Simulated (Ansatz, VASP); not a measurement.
# ZnCd3Te2 in VASP and in Ansatz

```xyz
6
Lattice="4.2171 2.4347 2.9943 -4.2171 2.4347 2.9943 0.0000 -4.8694 2.9943" Properties=species:S:1:pos:R:3 pbc="T T T"
Zn    0.0000    0.0000    4.4914
Cd   -2.1085    1.2174    1.4971
Cd    0.0000   -2.4347    1.4971
Cd    2.1085    1.2174    1.4971
Te    0.0000    0.0000    6.9239
Te    0.0000    0.0000    2.0588
```

Change from the starting cell: species swapped into the Ag3AuS2 type (R-3m, No. 166).

Alike in both runs: task relaxation of cell and atoms; functional PBE; k mesh 3 × 3 × 3; occupations gaussian, width 0.1 eV; no spin polarisation.

```csv
,VASP,Ansatz
version,VASP 6.6.1,Ansatz 0.2.0
potentials or method,"VASP PAW PBE potentials, release 64 (Zn, Cd, Te), cutoff 600 eV","scalar-relativistic, plane waves, PAW"
valence electrons in the cell,60,104
```

VASP gave:

| Property | Result |
| --- | --- |
| gap on the k mesh at the Fermi level, each at its own relaxed structure (eV) | none |
| relaxed volume (Å³/atom) | 46.94 |
| relaxed cell length with the largest relative difference (Å) | 6.776 |

Question: Which values does Ansatz return?

Answer: gap on the k mesh at the Fermi level, each at its own relaxed structure (eV): none; relaxed volume (Å³/atom): 48.16; relaxed cell length with the largest relative difference (Å): 6.839.

A gap of «none» marks a metal or a gap that the smearing closes. VASP's potentials hold 60 valence electrons a cell and Ansatz's 104, so a difference there can come from the potentials and not from the codes.

The k mesh is coarse, so the values compare programs but aren't converged. Spin-orbit coupling is off throughout. Noted on VASP's run: the volume moved by over 15 % at a fixed basis, so the end points are rough.
